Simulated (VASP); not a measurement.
A run of VASP 6.6.1:

Contents of INCAR:

```
ALGO = Normal
EDIFF = 1E-7
EDIFFG = -0.005
ENCUT = 600
GGA = PE
IBRION = 2
ISIF = 3
ISMEAR = -1
LASPH = T
LCHARG = F
LREAL = F
LWAVE = F
NELM = 80
NSW = 60
PREC = Accurate
SIGMA = 0.1
```

KPOINTS

```
k-points
0
Gamma
  15 15 15
```

POSCAR

```
Lu
1.0
    0.0000000000      2.4432830035      2.4432830035
    2.4432830035      0.0000000000      2.4432830035
    2.4432830035      2.4432830035      0.0000000000
Lu
1
Direct
    0.0000000000      0.0000000000      0.0000000000
```

Potentials or basis: VASP PAW PBE potentials, release 64 (Lu).

The run is started by

```console
$ cat potpaw_PBE.64/Lu/POTCAR > POTCAR
$ mpirun -np 1 vasp_std > vasp.out
```

Hardware: 1 thread of Intel Xeon 8259CL, on a shared host.

Task: Estimate the wall time of this run.

Result: Run time: 6.7 min on 1 thread of Intel Xeon 8259CL (shared host), peak memory 0.22 GiB. Counts: scf iterations 22, k points 120, ion steps 2.
